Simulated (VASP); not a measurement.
Here is a VASP 6.6.1 calculation.

INCAR

```
  PREC = Accurate
  ENCUT = 520
  EDIFF = 1E-7
  ISMEAR = 0
  SIGMA = 0.1
  LREAL = F
  LASPH = T
  NELM = 80
  ALGO = Normal
  ISIF = 2
  LWAVE = F
  LCHARG = F
  GGA = PS
  NBANDS = 20
```

The input KPOINTS:

```
regular mesh
0
Gamma
  10 10 10
```

The input POSCAR:

```
MoS2
1.0
    1.5800000000      0.9122134253      6.1500000000
   -1.5800000000      0.9122134253      6.1500000000
    0.0000000000     -1.8244268506      6.1500000000
Mo S
1 2
Direct
    0.0000000000      0.0000000000      0.0000000000
    0.4170000000      0.4170000000      0.4170000000
    0.2500000000      0.2500000000      0.2500000000
```

Potentials or basis: VASP PAW PBE potentials, release 64 (Mo_sv, S).

The run is started by

```console
$ cat potpaw_PBE.64/Mo_sv/POTCAR potpaw_PBE.64/S/POTCAR > POTCAR
$ mpirun -np 1 vasp_std > vasp.out
```

Problem. Estimate the band gap on the k mesh.

Solution. 0.92 eV (least direct gap 1.96 eV).

Problem. Estimate the pressure.

Solution. 0.3 GPa.

Problem. Predict the largest force.

Solution. 0.260 eV/Å.

Forces in eV/Å, atoms in the order of the input:
```
Mo   0.000  0.000  0.086
S    0.000  0.000  0.174
S    0.000  0.000 -0.260
```

Caveat: the PAW data sets were made with another functional, which shifts forces and pressure a little. A k mesh can miss the band edges.
